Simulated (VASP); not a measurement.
# Pd (Fm-3m) in VASP: settings compared, part 2 of 2

VASP 6.6.1.

## Step 4: Single point, PBE+D4

This run uses another cell than the first one, of 14.90 Å³/atom, 1.010 times its volume.

The input, INCAR:

```
SYSTEM = Pd
  PREC = Accurate
  ENCUT = 520
  EDIFF = 1E-6
  ISMEAR = -1
  SIGMA = 0.05
  LREAL = .False.
  LASPH = .True.
  NELM = 100
  ALGO = Normal
  ISIF = 2
  LWAVE = .False.
  LCHARG = .False.
  GGA = PE
  IVDW = 13
  NBANDS = 11
```

The input, KPOINTS:

```
Automatic mesh
0
Gamma
  12 12 12
  0 0 0
```

The input, POSCAR:

```
Pd
1.0
    0.0000000000      1.9531539170      1.9531539170
    1.9531539170      0.0000000000      1.9531539170
    1.9531539170      1.9531539170      0.0000000000
Pd
1
Direct
    0.0000000000      0.0000000000      0.0000000000
```

Potentials or basis: VASP PAW PBE potentials, release 64 (Pd).

Command:

```console
cat potpaw_PBE.64/Pd/POTCAR > POTCAR
mpirun -np 1 vasp_std > vasp.out
```

OUTCAR:

```text
SYSTEM = Pd
   PREC = Accurate
   ENCUT = 520
   EDIFF = 1E-6
   ISMEAR = -1
   LREAL = .False.
   LASPH = .True.
   NELM = 100
   ISIF = 2
   GGA = PE
   IVDW = 13

 ion  position               nearest neighbor table
   1  0.000  0.000  0.000-

  LATTYP: Found a face centered cubic cell.
 ALAT       =     3.9063078340

  Lattice vectors:

 A1 = (   0.0000000000,   1.9531539170,   1.9531539170)
 A2 = (   1.9531539170,   0.0000000000,   1.9531539170)
 A3 = (   1.9531539170,   1.9531539170,   0.0000000000)

Analysis of symmetry for initial positions (statically):
[... 33 lines left out ...]
                                     Primitive cell

  volume of cell :      14.9018

  direct lattice vectors                    reciprocal lattice vectors
     0.000000000  1.953153917  1.953153917    -0.255996210  0.255996210  0.255996210
     1.953153917  0.000000000  1.953153917     0.255996210 -0.255996210  0.255996210
     1.953153917  1.953153917  0.000000000     0.255996210  0.255996210 -0.255996210

  length of vectors
     2.762176759  2.762176759  2.762176759     0.443398442  0.443398442  0.443398442

  position of ions in fractional coordinates (direct lattice)
     0.000000000  0.000000000  0.000000000

  ion indices of the primitive-cell ions
   primitive index   ion index
                 1           1

----------------------------------------------------------------------------------------

 KPOINTS: Automatic mesh

Automatic generation of k-mesh.
 Grid dimensions read from file:
 generate k-points for:   12   12   12

 Generating k-lattice:

  Cartesian coordinates                     Fractional coordinates (reciprocal lattice)
    -0.021333017  0.021333017  0.021333017     0.083333333  0.000000000  0.000000000
     0.021333017 -0.021333017  0.021333017     0.000000000  0.083333333  0.000000000
     0.021333017  0.021333017 -0.021333017     0.000000000  0.000000000  0.083333333

  Length of vectors
     0.036949870  0.036949870  0.036949870

  Shift w.r.t. Gamma in fractional coordinates (k-lattice)
     0.000000000  0.000000000  0.000000000

 Subroutine IBZKPT returns following result:
 ===========================================

 Found     72 irreducible k-points:

 Following reciprocal coordinates:
            Coordinates               Weight
  0.000000  0.000000  0.000000      1.000000
  0.083333  0.000000  0.000000      8.000000
  0.166667  0.000000  0.000000      8.000000
  0.250000  0.000000  0.000000      8.000000
  0.333333  0.000000  0.000000      8.000000
  0.416667  0.000000  0.000000      8.000000
[... 16 lines left out ...]
  0.500000  0.166667  0.000000     24.000000
 -0.416667  0.166667  0.000000     24.000000
 [... further k-points ...]
   k-points           NKPTS =     72   k-points in BZ     NKDIM =     72   number of bands    NBANDS=     11
   number of dos      NEDOS =    301   number of ions     NIONS =      1
   total plane-waves  NPLWV =  13824
   dimension x,y,z NGX =    24 NGY =   24 NGZ =   24
   dimension x,y,z NGXF=    48 NGYF=   48 NGZF=   48
   ions per type =               1
   NGX,Y,Z   is equivalent  to a cutoff of  14.44, 14.44, 14.44 a.u.
   NGXF,Y,Z  is equivalent  to a cutoff of  28.89, 28.89, 28.89 a.u.
 SYSTEM =  Pd
   PREC   = accura    normal or accurate (medium, high low for compatibility)
   ISTART =      0    job   : 0-new  1-cont  2-samecut
   ICHARG =      2    charge: 1-file 2-atom 10-const
   ISPIN  =      1    spin polarized calculation?
   LNONCOLLINEAR =      F non collinear calculations
   LSORBIT =      F    spin-orbit coupling
   LASPH  =      T    aspherical Exc in radial PAW
   ENCUT  =  520.0 eV  38.22 Ry    6.18 a.u.   5.14  5.14  5.14*2*pi/ulx,y,z
   NELM   =    100;   NELMIN=  2; NELMDL= -5     # of ELM steps
   EDIFF  = 0.1E-05   stopping-criterion for ELM
   LREAL  =      F    real-space projection
   EDIFFG = 0.1E-04   stopping-criterion for IOM
   NSW    =      0    number of steps for IOM
   IBRION =     -1    ionic relax: 0-MD 1-quasi-New 2-CG
   NFREE  =      0    steps in history (QN), initial steepest desc. (CG)
   ISIF   =      2    stress and relaxation
   ISYM   =      2    0-nonsym 1-usesym 2-fastsym
   POTIM  = 0.5000    time-step for ionic-motion
   TEBEG  =    0.0;   TEEND  =   0.0 temperature during run
   PSTRESS=    0.0 pullay stress
   NELECT =      10.0000    total number of electrons
   NUPDOWN=      -1.0000    fix difference up-down
   EMIN   =  10.00;   EMAX   =-10.00  energy-range for DOS
   EFERMI =   0.00;   METHOD = LEGACY
   ISMEAR =    -1;   SIGMA  =   0.05  broadening in eV -4-tet -1-fermi 0-gaus
   EFERMI_NEDOS =   21; number of points for ismear=-14 and -15
   IALGO  =     38    algorithm
   IMIX   =      4    mixing-type and parameters
     AMIX     =   0.40;   BMIX     =  1.00
     AMIX_MAG =   1.60;   BMIX_MAG =  1.00
  volume/ion in A,a.u.               =      14.90       100.56
  Fermi-wavevector in a.u.,A,eV,Ry     =   1.433271  2.708490 27.949989  2.054266
  Thomas-Fermi vector in A             =   2.552808
   LORBIT       =      0    0 simple, 1 ext, 2 COOP (PROOUT), +10 PAW based schemes
   GGA     = PE    functional components
   LHFCALC =     F    Hartree Fock is set to
   AEXX    =    0.0000 exact exchange contribution
   IVDW    =    13    specifies the selected vdW correction
   LEPSILON=     F    determine dielectric tensor
   LRPA    =     F    only Hartree local field effects (RPA)
 non-spin polarized calculation
  energy-cutoff  :      520.00
  volume of cell :       14.90
 maximum number of plane-waves:       415
 NGX is ok and might be reduce to    24
   NGX = 11   NGY = 11   NGZ = 11

 number of electron      10.0000000 magnetization

 number of electron       9.9999998 magnetization

 Free energy of the ion-electron system (eV)
  ---------------------------------------------------
  ext. energy  EPLUGINS =         0.00000000
  ---------------------------------------------------
  free energy    TOTEN  =        -5.22491915 eV

  energy without entropy =       -5.20508196  energy(sigma->0) =       -5.21500056

 E-fermi :   9.5794     XC(G=0): -13.1231

 val. band max:        9.5745585440   @ k =  -0.4167   0.4167   0.1667
 cond. band min:       9.5804892877   @ k =  -0.3333   0.4167   0.0833
 fundamental gap:      0.0059307437
 Fermi energy:         9.5794360859

 k-point     1 :       0.0000    0.0000    0.0000
  band No.  band energies     occupation
      1       2.5504      2.00000
      2       6.8080      2.00000
      3       6.8080      2.00000
      4       6.8080      2.00000
      5       8.3916      2.00000
      6       8.3916      2.00000
      7      26.7984      0.00000
      8      31.5186      0.00000
      9      31.5186      0.00000
     10      31.5186      0.00000
     11      35.8383      0.00000

 k-point     2 :       0.0833    0.0000    0.0000
  band No.  band energies     occupation
      1       2.7984      2.00000
      2       6.7239      2.00000
      3       6.8915      2.00000
      4       6.8915      2.00000
      5       8.3536      2.00000
      6       8.3536      2.00000
      7      27.0412      0.00000
      8      30.0246      0.00000
      9      31.7974      0.00000
     10      31.7974      0.00000
     11      35.9214      0.00000

 k-point     3 :       0.1667    0.0000    0.0000
  band No.  band energies     occupation
      1       3.4703      2.00000
      2       6.5791      2.00000
      3       7.0605      2.00000
      4       7.0605      2.00000
      5       8.3288      2.00000
      6       8.3288      2.00000
      7      26.7981      0.00000
      8      28.0891      0.00000
      9      32.5179      0.00000
     10      32.5179      0.00000
     11      35.7610      0.00000
[... 267 lines left out ...]
 k-point    23 :       0.5000    0.1667    0.0000
  band No.  band energies     occupation
      1       4.9397      2.00000
      2       6.3368      2.00000
      3       7.3591      2.00000
      4       7.5078      2.00000
      5       9.6145      0.66337
      6      12.6582      0.00000
      7      17.6325      0.00000
      8      25.9562      0.00000
      9      28.3457      0.00000
     10      28.8853      0.00000
     11      35.9335      0.00000

 k-point    24 :      -0.4167    0.1667    0.0000
  band No.  band energies     occupation
      1       4.9908      2.00000
      2       6.3436      2.00000
      3       7.2912      2.00000
      4       7.7092      2.00000
      5       9.3508      1.97953
      6      13.2065      0.00000
      7      17.1235      0.00000
      8      25.3741      0.00000
      9      28.4154      0.00000
     10      29.3939      0.00000
     11      35.9279      0.00000

 [... further k-points ...]

------------------------ aborting loop because EDIFF is reached ----------------------------------------

  DFT-D4 for vdW energy calculation

  Edisp (eV):   -0.48780

  FORCE on cell =-STRESS in cart. coord.  units (eV):
  Direction    XX          YY          ZZ          XY          YZ          ZX
  --------------------------------------------------------------------------------------
  -------------------------------------------------------------------------------------
  Total      -0.03291    -0.03291    -0.03291    -0.00000    -0.00000     0.00000
  in kB      -3.53807    -3.53807    -3.53807    -0.00000    -0.00000     0.00000
  external pressure =       -3.54 kB  Pullay stress =        0.00 kB

 VOLUME and BASIS-vectors are now :
 -----------------------------------------------------------------------------
  energy-cutoff  :      520.00
  volume of cell :       14.90
      direct lattice vectors                 reciprocal lattice vectors
     0.000000000  1.953153917  1.953153917    -0.255996210  0.255996210  0.255996210
     1.953153917  0.000000000  1.953153917     0.255996210 -0.255996210  0.255996210
     1.953153917  1.953153917  0.000000000     0.255996210  0.255996210 -0.255996210

 POSITION                                       TOTAL-FORCE (eV/Angst)
 -----------------------------------------------------------------------------------
      0.00000      0.00000      0.00000         0.000000     -0.000000      0.000000
 -----------------------------------------------------------------------------------
    total drift:                               -0.000000      0.000000     -0.000000

  FREE ENERGIE OF THE ION-ELECTRON SYSTEM (eV)
  ---------------------------------------------------
  free  energy   TOTEN  =        -5.7127200853 eV

  energy  without entropy=       -5.6928828985  energy(sigma->0) =       -5.70280149
```

OSZICAR:

```text
N       E                     dE             d eps       ncg     rms          rms(c)
DAV:   1     0.425614602988E+02    0.42561E+02   -0.51271E+03  1600   0.851E+02
DAV:   2    -0.494015677183E+01   -0.47502E+02   -0.45839E+02  1827   0.183E+02
DAV:   3    -0.550540087997E+01   -0.56524E+00   -0.56104E+00  1901   0.209E+01
DAV:   4    -0.550785751852E+01   -0.24566E-02   -0.24562E-02  1913   0.146E+00
DAV:   5    -0.550788440330E+01   -0.26885E-04   -0.26885E-04  2098   0.138E-01    0.753E+00
DAV:   6    -0.523880971997E+01    0.26907E+00   -0.10771E+00  1938   0.850E+00    0.367E+00
DAV:   7    -0.522846429707E+01    0.10345E-01   -0.22509E-02  2063   0.104E+00    0.191E+00
DAV:   8    -0.522497914163E+01    0.34852E-02   -0.18752E-03  1925   0.402E-01    0.120E-01
DAV:   9    -0.522491546096E+01    0.63681E-04   -0.35013E-04  2035   0.158E-01    0.267E-02
DAV:  10    -0.522491990817E+01   -0.44472E-05   -0.13421E-05  1969   0.318E-02    0.763E-03
DAV:  11    -0.522491914990E+01    0.75827E-06   -0.18864E-07  1379   0.450E-03
   1 F= -.57127201E+01 E0= -.57028015E+01  d E =-.198372E-01
```

Wall time 10 s (1 thread of Intel Xeon Platinum 8488C (Sapphire Rapids), shared host); peak memory 0.14 GiB.

What came out:

```yaml
Free_energy: -5.7127 eV
Pressure: -0.4 GPa
Band_gap_on_the_k_mesh: zero (band 5 reaches 9.88 eV, above the bottom of band 6 at 8.33 eV)
Dispersion_energy_per_atom: -0.488 eV
```

Levels at points of the mesh, in eV from the Fermi level:
```
           k point  band 2  band 3  band 4  band 5  band 6  band 7  band 8  band 9
(0.00, 0.00, 0.00)   -2.77   -2.77   -2.77   -1.19   -1.19   17.22   21.94   21.94
(0.50, 0.00, 0.00)   -2.82   -2.82   -0.01   -0.01    1.07    7.27   16.58   21.04
(0.50, 0.50, 0.00)   -5.00   -0.03    0.30    0.30    3.38   10.69   13.19   13.19
```

Caveat: pairwise dispersion overbinds metals, which lowers pressure and volume.

## Step 5: Single point, RPBE+D4

This run uses another cell than the first one, of 14.91 Å³/atom, 1.011 times its volume.

The input, INCAR:

```
PREC = Accurate
ENCUT = 520
EDIFF = 1E-6
ISMEAR = -1
SIGMA = 0.05
LREAL = F
LASPH = T
NELM = 100
ALGO = Normal
ISIF = 2
LWAVE = F
LCHARG = F
GGA = RP
IVDW = 13
NBANDS = 11
```

The input, KPOINTS:

```
regular mesh
0
Gamma
  12 12 12
```

The input, POSCAR:

```
Pd
1.0
    0.0000000000      1.9533347086      1.9533347086
    1.9533347086      0.0000000000      1.9533347086
    1.9533347086      1.9533347086      0.0000000000
Pd
1
Direct
    0.0000000000      0.0000000000      0.0000000000
```

Potentials or basis: VASP PAW PBE potentials, release 64 (Pd).

Command:

```console
cat potpaw_PBE.64/Pd/POTCAR > POTCAR
mpirun -np 1 vasp_std > vasp.out
```

OUTCAR:

```text
PREC = Accurate
   ENCUT = 520
   EDIFF = 1E-6
   ISMEAR = -1
   LREAL = F
   LASPH = T
   NELM = 100
   ISIF = 2
   GGA = RP
   IVDW = 13

 ion  position               nearest neighbor table
   1  0.000  0.000  0.000-

  LATTYP: Found a face centered cubic cell.
 ALAT       =     3.9066694172

  Lattice vectors:

 A1 = (   0.0000000000,   1.9533347086,   1.9533347086)
 A2 = (   1.9533347086,   0.0000000000,   1.9533347086)
[... 517 lines left out ...]
     11      36.0914      0.00000

 [... further k-points ...]

------------------------ aborting loop because EDIFF is reached ----------------------------------------

  DFT-D4 for vdW energy calculation

  Edisp (eV):   -0.94734

  FORCE on cell =-STRESS in cart. coord.  units (eV):
  Direction    XX          YY          ZZ          XY          YZ          ZX
  --------------------------------------------------------------------------------------
  -------------------------------------------------------------------------------------
  Total      -0.02958    -0.02958    -0.02958     0.00000     0.00000     0.00000
  in kB      -3.17892    -3.17892    -3.17892     0.00000     0.00000     0.00000
  external pressure =       -3.18 kB  Pullay stress =        0.00 kB

 VOLUME and BASIS-vectors are now :
 -----------------------------------------------------------------------------
  energy-cutoff  :      520.00
  volume of cell :       14.91
      direct lattice vectors                 reciprocal lattice vectors
     0.000000000  1.953334709  1.953334709    -0.255972516  0.255972516  0.255972516
     1.953334709  0.000000000  1.953334709     0.255972516 -0.255972516  0.255972516
     1.953334709  1.953334709  0.000000000     0.255972516  0.255972516 -0.255972516

 POSITION                                       TOTAL-FORCE (eV/Angst)
 -----------------------------------------------------------------------------------
      0.00000      0.00000      0.00000         0.000000     -0.000000      0.000000
 -----------------------------------------------------------------------------------
    total drift:                               -0.000000      0.000000     -0.000000

  FREE ENERGIE OF THE ION-ELECTRON SYSTEM (eV)
  ---------------------------------------------------
  free  energy   TOTEN  =        -5.5642318398 eV

  energy  without entropy=       -5.5444325741  energy(sigma->0) =       -5.55433221
```

stdout:

```text
POSCAR found type information on POSCAR Pd
 POSCAR found :  1 types and       1 ions
 scaLAPACK will be used
 -----------------------------------------------------------------------------
|                                                                             |
|                                                                             |
|     You enforced a specific xc type in the INCAR file but a different       |
|     I HOPE YOU KNOW WHAT YOU ARE DOING!                                     |
|                                                                             |
 -----------------------------------------------------------------------------

 LDA part: xc-table for (Slater+PW92), standard interpolation
 POSCAR, INCAR and KPOINTS ok, starting setup
 FFT: planning ... GRIDC
 FFT: planning ... GRID_SOFT
 FFT: planning ... GRID
 WAVECAR not read
 entering main loop
```

Run time: 8.8 s. Hardware: 1 thread of Intel Xeon Platinum 8488C (Sapphire Rapids), shared host; peak memory 0.14 GiB.

Results:

- Free energy: -5.5642 eV
- Pressure: -0.3 GPa
- Band gap on the k mesh: zero (band 5 reaches 9.98 eV, above the bottom of band 6 at 8.43 eV)
- Dispersion energy per atom: -0.947 eV

Levels at points of the mesh, in eV from the Fermi level:
```csv
k point,band 3,band 4,band 5,band 6,band 7,band 8
"(0.00, 0.00, 0.00)",-2.76,-2.76,-1.19,-1.19,17.22,21.97
"(0.50, 0.00, 0.00)",-2.81,-0.01,-0.01,1.10,7.30,16.57
"(0.50, 0.50, 0.00)",-0.04,0.30,0.30,3.42,10.73,13.24
```

Caveat: the PAW data sets were made with another functional, which shifts forces and pressure a little; pairwise dispersion overbinds metals, which lowers pressure and volume.

## Step 6: Single point, BLYP+D3(BJ)

This run uses another cell than the first one, of 14.80 Å³/atom, 1.003 times its volume.

The input, INCAR:

```
SYSTEM = Pd
PREC = Accurate
ENCUT = 520
EDIFF = 1E-7
ISMEAR = -1
SIGMA = 0.05
LREAL = .False.
LASPH = .True.
NELM = 80
ALGO = Normal
ISIF = 2
LWAVE = .False.
LCHARG = .False.
GGA = B5
ALDAX = 1.0
AGGAX = 1.0
AGGAC = 1.0
ALDAC = 0.0
IVDW = 12
VDW_S6 = 1.0
VDW_S8 = 2.6996
VDW_A1 = 0.4298
VDW_A2 = 4.2359
NBANDS = 11
```

The input, KPOINTS:

```
regular mesh
0
Gamma
  12 12 12
  0 0 0
```

The input, POSCAR:

```
Pd
1.0
    0.0000000000      1.9486295605      1.9486295605
    1.9486295605      0.0000000000      1.9486295605
    1.9486295605      1.9486295605      0.0000000000
Pd
1
Direct
    0.0000000000      0.0000000000      0.0000000000
```

Potentials or basis: VASP PAW PBE potentials, release 64 (Pd).

Command:

```console
cat potpaw_PBE.64/Pd/POTCAR > POTCAR
mpirun -np 1 vasp_std > vasp.out
```

It took 12 s on 1 thread of Intel Xeon Platinum 8488C (Sapphire Rapids), shared host; peak memory 0.14 GiB.

It converged, with:

| Quantity | Value |
| --- | --- |
| Free energy | -5.8399 eV |
| Pressure | 0.4 GPa |
| Band gap on the k mesh | zero (band 5 reaches 10.53 eV, above the bottom of band 6 at 8.93 eV) |
| Dispersion energy per atom | -1.526 eV |

Levels at points of the mesh, in eV from the Fermi level:
| k point | band 1 | band 2 | band 3 | band 4 | band 5 | band 6 | band 7 | band 8 | band 9 | band 10 |
| --- | --- | --- | --- | --- | --- | --- | --- | --- | --- | --- |
| (0.00, 0.00, 0.00) | -6.92 | -2.81 | -2.81 | -2.81 | -1.22 | -1.22 | 17.54 | 22.12 | 22.12 | 22.12 |
| (0.50, 0.00, 0.00) | -5.20 | -2.86 | -2.86 | -0.01 | -0.01 | 1.31 | 7.35 | 16.93 | 21.11 | 21.11 |
| (0.50, 0.50, 0.00) | -5.29 | -5.04 | -0.05 | 0.31 | 0.31 | 3.57 | 10.85 | 13.31 | 13.31 | 21.79 |

Caveat: the PAW data sets were made with another functional, which shifts forces and pressure a little; pairwise dispersion overbinds metals, which lowers pressure and volume.

## Step 7: Overview

| level | cell | smearing | gap on the mesh (eV) | pressure (GPa) |
| --- | --- | --- | --- | --- |
| PBE | a = 2.753 Å, angles 60.0°, 1 atom | gaussian 0.026 eV | none | 6.6 |
| PBE+D3(BJ) | a = 2.750 Å, angles 60.0°, 1 atom | fermi-dirac 0.05 eV | none | -0.3 |
| PBE+D4 | a = 2.762 Å, angles 60.0°, 1 atom | fermi-dirac 0.05 eV | none | -0.4 |
| RPBE+D4 | a = 2.762 Å, angles 60.0°, 1 atom | fermi-dirac 0.05 eV | none | -0.3 |
| BLYP+D3(BJ) | a = 2.756 Å, angles 60.0°, 1 atom | fermi-dirac 0.05 eV | none | 0.4 |

Alike in all rows: task single point; potentials or basis VASP PAW PBE potentials, release 64 (Pd); no spin polarisation; k mesh 12 × 12 × 12; cutoff (eV) 520.

Caveats: pairwise dispersion overbinds metals, which lowers pressure and volume (some runs); the PAW data sets were made with another functional, which shifts forces and pressure a little (some runs).

Total energies depend on the potentials used, so only differences within one code and one set of settings carry meaning.
